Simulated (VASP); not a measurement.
# GaMo (Cmmm) in VASP: single point with PBE

Aim: the single point of GaMo with PBE.

Everything below comes from runs of VASP 6.6.1. Logs are shortened: lines on timing, memory, paths and dates and some standing lists are left out, and cuts for length are marked.

### 1 The cell of the first run

The structure is orthorhombic, space group Cmmm (No. 65). Conventional cell: a = 6.293 Å, b = 7.022 Å, c = 2.772 Å, α = 90.00°, β = 90.00°, γ = 90.00°. Within 3.4 Å of Ga (site symmetry 2mm) lie 3 Ga at 2.54 to 2.77 Å and 8 Mo at 2.71 to 2.84 Å. Mo (site symmetry m2m) has 8 Ga at 2.71 to 2.84 Å and 5 Mo at 2.77 to 3.23 Å within 3.6 Å.

The cell was generated, and may not be a known phase.

### 2 Single point, PBE

Input file INCAR:

```
SYSTEM = GaMo
PREC     = Accurate       ! precision mode
ENCUT    = 520            ! plane-wave cutoff, eV
EDIFF    = 1E-7           ! SCF threshold, eV
ISMEAR   = 0              ! smearing method
SIGMA    = 0.1            ! smearing width, eV
LREAL    = .False.        ! projectors in reciprocal space
LASPH    = .True.         ! aspherical terms in the spheres
NELM     = 100            ! most SCF steps
ALGO     = Fast           ! electronic algorithm
ISIF     = 2              ! what is computed and relaxed
LWAVE    = .False.        ! write WAVECAR
LCHARG   = .True.         ! write CHGCAR
GGA      = PE             ! functional
LELF     = .True.         ! ELF
LVHAR    = .True.       
NBANDS   = 35             ! bands
```

Input file KPOINTS:

```
regular mesh
0
Gamma
  8 8 12
  0 0 0
```

Input file POSCAR:

```
GaMo
1.0
    3.1464247428     -3.5108795006      0.0000000000
    3.1464247428      3.5108795006      0.0000000000
    0.0000000000      0.0000000000      2.7719695371
Ga Mo
2 2
Direct
    0.7979366168      0.7979366168      0.5000000000
    0.2020633832      0.2020633832      0.5000000000
    0.6976472279      0.3023527721      0.0000000000
    0.3023527721      0.6976472279      0.0000000000
```

Potentials or basis: VASP PAW PBE potentials, release 64 (Ga_d, Mo_sv).

On the command line:

```
$ cat potpaw_PBE.64/Ga_d/POTCAR potpaw_PBE.64/Mo_sv/POTCAR > POTCAR
$ mpirun -np 1 vasp_std > vasp.out
```

OUTCAR:

```text
SYSTEM = GaMo
   PREC = Accurate
   ENCUT = 520
   EDIFF = 1E-7
   ISMEAR = 0
   LREAL = .False.
   LASPH = .True.
   NELM = 100
   ISIF = 2
   GGA = PE

 ion  position               nearest neighbor table
   1  0.798  0.798  0.500-   2 2.54   3 2.71   4 2.71   3 2.71   4 2.71   4 2.84   3 2.84   3 2.84
                             4 2.84
   2  0.202  0.202  0.500-   1 2.54   3 2.71   4 2.71   3 2.71   4 2.71   4 2.84   4 2.84   3 2.84
                             3 2.84
   3  0.698  0.302  0.000-   1 2.71   2 2.71   1 2.71   2 2.71   4 2.78   2 2.84   2 2.84   1 2.84
                             1 2.84   4 3.23   4 3.23
   4  0.302  0.698  0.000-   1 2.71   2 2.71   1 2.71   2 2.71   3 2.78   2 2.84   2 2.84   1 2.84
                             1 2.84   3 3.23   3 3.23

  LATTYP: Found a base centered orthorhombic cell.
 ALAT       =     6.2928494856
 B/A-ratio  =     1.1158313920
 C/A-ratio  =     0.4404951276

  Lattice vectors:

 A1 = (   3.1464247428,  -3.5108795006,   0.0000000000)
 A2 = (   3.1464247428,   3.5108795006,   0.0000000000)
 A3 = (   0.0000000000,   0.0000000000,   2.7719695371)

Analysis of symmetry for initial positions (statically):
=====================================================================
 Subroutine PRICEL returns:
 Original cell was already a primitive cell.

 Routine SETGRP: Setting up the symmetry group for a
 base centered orthorhombic supercell.

 Subroutine GETGRP returns: Found  8 space group operations
 (whereof  8 operations were pure point group operations)
 out of a pool of  8 trial point group operations.

The static configuration has the point symmetry D_2h.

Analysis of symmetry for dynamics (positions and initial velocities):
=====================================================================
 Subroutine PRICEL returns:
 Original cell was already a primitive cell.

 Routine SETGRP: Setting up the symmetry group for a
 base centered orthorhombic supercell.

 Subroutine GETGRP returns: Found  8 space group operations
 (whereof  8 operations were pure point group operations)
 out of a pool of  8 trial point group operations.

The dynamic configuration has the point symmetry D_2h.

 Subroutine INISYM returns: Found  8 space group operations
 (whereof  8 operations are pure point group operations),
 and found     1 'primitive' translations

----------------------------------------------------------------------------------------

                                     Primitive cell

  volume of cell :      61.2423

  direct lattice vectors                    reciprocal lattice vectors
     3.146424743 -3.510879501  0.000000000     0.158910523 -0.142414458  0.000000000
     3.146424743  3.510879501  0.000000000     0.158910523  0.142414458  0.000000000
     0.000000000  0.000000000  2.771969537     0.000000000  0.000000000  0.360754325

  length of vectors
     4.714473834  4.714473834  2.771969537     0.213387984  0.213387984  0.360754325

  position of ions in fractional coordinates (direct lattice)
     0.797936617  0.797936617  0.500000000
     0.202063383  0.202063383  0.500000000
     0.697647228  0.302352772  0.000000000
     0.302352772  0.697647228  0.000000000

  ion indices of the primitive-cell ions
   primitive index   ion index
                 1           1
                 2           2
                 3           3
                 4           4

----------------------------------------------------------------------------------------

 KPOINTS: regular mesh

Automatic generation of k-mesh.
 Grid dimensions read from file:
 generate k-points for:    8    8   12

 Generating k-lattice:

  Cartesian coordinates                     Fractional coordinates (reciprocal lattice)
     0.019863815 -0.017801807  0.000000000     0.125000000  0.000000000  0.000000000
     0.019863815  0.017801807  0.000000000     0.000000000  0.125000000  0.000000000
     0.000000000  0.000000000  0.030062860     0.000000000  0.000000000  0.083333333

  Length of vectors
     0.026673498  0.026673498  0.030062860

  Shift w.r.t. Gamma in fractional coordinates (k-lattice)
     0.000000000  0.000000000  0.000000000

 Subroutine IBZKPT returns following result:
 ===========================================

 Found    147 irreducible k-points:

 Following reciprocal coordinates:
            Coordinates               Weight
  0.000000  0.000000  0.000000      1.000000
  0.125000  0.000000  0.000000      4.000000
  0.250000  0.000000  0.000000      4.000000
  0.375000  0.000000  0.000000      4.000000
  0.500000  0.000000  0.000000      2.000000
  0.125000  0.125000  0.000000      2.000000
[... 16 lines left out ...]
  0.125000  0.000000  0.083333      8.000000
  0.250000  0.000000  0.083333      8.000000
 [... further k-points ...]
   k-points           NKPTS =    147   k-points in BZ     NKDIM =    147   number of bands    NBANDS=     35
   number of dos      NEDOS =    301   number of ions     NIONS =      4
   total plane-waves  NPLWV =  31104
   dimension x,y,z NGX =    36 NGY =   36 NGZ =   24
   dimension x,y,z NGXF=    72 NGYF=   72 NGZF=   48
   ions per type =               2   2
   NGX,Y,Z   is equivalent  to a cutoff of  12.69, 12.69, 14.39 a.u.
   NGXF,Y,Z  is equivalent  to a cutoff of  25.39, 25.39, 28.79 a.u.
 SYSTEM =  GaMo
   PREC   = accura    normal or accurate (medium, high low for compatibility)
   ISTART =      0    job   : 0-new  1-cont  2-samecut
   ICHARG =      2    charge: 1-file 2-atom 10-const
   ISPIN  =      1    spin polarized calculation?
   LNONCOLLINEAR =      F non collinear calculations
   LSORBIT =      F    spin-orbit coupling
   LASPH  =      T    aspherical Exc in radial PAW
   ENCUT  =  520.0 eV  38.22 Ry    6.18 a.u.   8.77  8.77  5.15*2*pi/ulx,y,z
   NELM   =    100;   NELMIN=  2; NELMDL= -5     # of ELM steps
   EDIFF  = 0.1E-06   stopping-criterion for ELM
   LREAL  =      F    real-space projection
   EDIFFG = 0.1E-05   stopping-criterion for IOM
   NSW    =      0    number of steps for IOM
   IBRION =     -1    ionic relax: 0-MD 1-quasi-New 2-CG
   NFREE  =      0    steps in history (QN), initial steepest desc. (CG)
   ISIF   =      2    stress and relaxation
   ISYM   =      2    0-nonsym 1-usesym 2-fastsym
   POTIM  = 0.5000    time-step for ionic-motion
   TEBEG  =    0.0;   TEEND  =   0.0 temperature during run
   PSTRESS=    0.0 pullay stress
   NELECT =      54.0000    total number of electrons
   NUPDOWN=      -1.0000    fix difference up-down
   EMIN   =  10.00;   EMAX   =-10.00  energy-range for DOS
   EFERMI =   0.00;   METHOD = LEGACY
   ISMEAR =     0;   SIGMA  =   0.10  broadening in eV -4-tet -1-fermi 0-gaus
   EFERMI_NEDOS =   21; number of points for ismear=-14 and -15
   IALGO  =     68    algorithm
   IMIX   =      4    mixing-type and parameters
     AMIX     =   0.40;   BMIX     =  1.00
     AMIX_MAG =   1.60;   BMIX_MAG =  1.00
  volume/ion in A,a.u.               =      15.31       103.32
  Fermi-wavevector in a.u.,A,eV,Ry     =   1.569840  2.966568 33.530184  2.464399
  Thomas-Fermi vector in A             =   2.671663
   LORBIT       =      0    0 simple, 1 ext, 2 COOP (PROOUT), +10 PAW based schemes
   GGA     = PE    functional components
   LHFCALC =     F    Hartree Fock is set to
   AEXX    =    0.0000 exact exchange contribution
   IVDW    =     0    specifies the selected vdW correction
   LEPSILON=     F    determine dielectric tensor
   LRPA    =     F    only Hartree local field effects (RPA)
 non-spin polarized calculation
 RMM-DIIS sequential band-by-band and
 Gauss-broadening in eV      SIGMA  =   0.10
  energy-cutoff  :      520.00
  volume of cell :       61.24
 maximum number of plane-waves:      1670
   NGX = 17   NGY = 17   NGZ = 11

 number of electron      54.0000015 magnetization

 Free energy of the ion-electron system (eV)
  ---------------------------------------------------
  ext. energy  EPLUGINS =         0.00000000
  ---------------------------------------------------
  free energy    TOTEN  =       -27.39740662 eV

  energy without entropy =      -27.38491630  energy(sigma->0) =      -27.39116146

 E-fermi :  10.1664     XC(G=0): -12.8182

 val. band max:       10.1636394282   @ k =   0.3750   0.3750   0.5000
 cond. band min:      10.1690595600   @ k =   0.2500   0.2500   0.2500
 fundamental gap:      0.0054201317
 Fermi energy:        10.1664208376

 k-point     1 :       0.0000    0.0000    0.0000
  band No.  band energies     occupation
      1     -50.8500      2.00000
      2     -50.7869      2.00000
      3     -25.1717      2.00000
      4     -25.0053      2.00000
      5     -24.8635      2.00000
      6     -24.7544      2.00000
[... 27 lines left out ...]
     34      15.2181      0.00000
     35      16.4429      0.00000

 k-point     2 :       0.1250    0.0000    0.0000
  band No.  band energies     occupation
      1     -50.8490      2.00000
      2     -50.7879      2.00000
      3     -25.1724      2.00000
      4     -25.0014      2.00000
      5     -24.8681      2.00000
      6     -24.7544      2.00000
[... 27 lines left out ...]
     34      15.1363      0.00000
     35      16.1332      0.00000

 k-point     3 :       0.2500    0.0000    0.0000
  band No.  band energies     occupation
      1     -50.8464      2.00000
      2     -50.7905      2.00000
      3     -25.1740      2.00000
      4     -24.9907      2.00000
      5     -24.8811      2.00000
      6     -24.7542      2.00000
[... 27 lines left out ...]
     34      15.3254      0.00000
     35      16.3154      0.00000
[... 723 lines left out ...]
 k-point    23 :       0.1250    0.0000    0.0833
  band No.  band energies     occupation
      1     -50.8426      2.00000
      2     -50.7817      2.00000
      3     -25.1651      2.00000
      4     -24.9945      2.00000
      5     -24.8619      2.00000
      6     -24.7485      2.00000
[... 27 lines left out ...]
     34      15.5263      0.00000
     35      16.2202      0.00000

 k-point    24 :       0.2500    0.0000    0.0833
  band No.  band energies     occupation
      1     -50.8400      2.00000
      2     -50.7843      2.00000
      3     -25.1667      2.00000
      4     -24.9838      2.00000
      5     -24.8748      2.00000
      6     -24.7482      2.00000
[... 27 lines left out ...]
     34      15.4651      0.00000
     35      16.4496      0.00000

 [... further k-points ...]

------------------------ aborting loop because EDIFF is reached ----------------------------------------

  FORCE on cell =-STRESS in cart. coord.  units (eV):
  Direction    XX          YY          ZZ          XY          YZ          ZX
  --------------------------------------------------------------------------------------
  -------------------------------------------------------------------------------------
  Total        0.1740908      0.1668025      0.1562255     -0.0000000      0.0000000      0.0000000
  in kB        4.5544359      4.3637650      4.0870589     -0.0000000      0.0000000      0.0000000
  external PRESSURE =       4.3350866 kB  Pullay stress =       0.0000000 kB

 VOLUME and BASIS-vectors are now :
 -----------------------------------------------------------------------------
  energy-cutoff  :      520.00
  volume of cell :       61.24
      direct lattice vectors                 reciprocal lattice vectors
     3.146424743 -3.510879501  0.000000000     0.158910523 -0.142414458  0.000000000
     3.146424743  3.510879501  0.000000000     0.158910523  0.142414458  0.000000000
     0.000000000  0.000000000  2.771969537     0.000000000  0.000000000  0.360754325

 POSITION                                       TOTAL-FORCE (eV/Angst)
 -----------------------------------------------------------------------------------
      5.02130      0.00000      1.38598         0.001511      0.000000      0.000000
      1.27155      0.00000      1.38598        -0.001511      0.000000      0.000000
      3.14642     -1.38783      0.00000         0.000000     -0.005764      0.000000
      3.14642      1.38783      0.00000         0.000000      0.005764      0.000000
 -----------------------------------------------------------------------------------
    total drift:                                0.000000     -0.000000      0.000000

  FREE ENERGIE OF THE ION-ELECTRON SYSTEM (eV)
  ---------------------------------------------------
  free  energy   TOTEN  =       -27.3974066168 eV

  energy  without entropy=      -27.3849162972  energy(sigma->0) =      -27.39116146
```

It took 5.5 min on 1 thread of Intel Xeon Platinum 8488C (Sapphire Rapids), shared host; peak memory 0.37 GiB.

Results:

- Free energy: -27.3974 eV
- Pressure: 0.4 GPa
- Largest force: 0.006 eV/Å
- Band gap on the k mesh: zero (bands 27 and 28 overlap by 1.63 eV)

Forces on the atoms (eV/Å):
```
Ga   0.002  0.000  0.000
Ga  -0.002  0.000  0.000
Mo   0.000 -0.006  0.000
Mo   0.000  0.006  0.000
```

Levels at points of the mesh, in eV from the Fermi level:
```tsv
k point	band 23	band 24	band 25	band 26	band 27	band 28	band 29	band 30	band 31	band 32
(0.00, 0.00, 0.00)	-2.96	-2.61	-2.28	-1.28	0.81	1.12	1.46	1.76	2.01	3.40
(0.50, 0.00, 0.00)	-3.01	-2.59	-2.53	-1.82	0.71	0.92	1.01	1.48	1.93	3.40
(0.50, 0.50, 0.00)	-2.76	-2.67	-2.02	-1.77	0.32	0.56	0.68	1.27	2.01	2.03
(0.00, 0.00, 0.50)	-4.14	-3.11	-2.33	-1.67	0.58	0.65	1.35	3.22	3.32	4.21
(0.50, 0.00, 0.50)	-3.70	-3.19	-1.41	-1.12	0.33	0.38	1.14	1.39	3.02	3.80
(0.50, 0.50, 0.50)	-1.91	-1.68	-1.61	-1.40	-0.94	-0.57	0.18	0.89	2.19	2.86
```
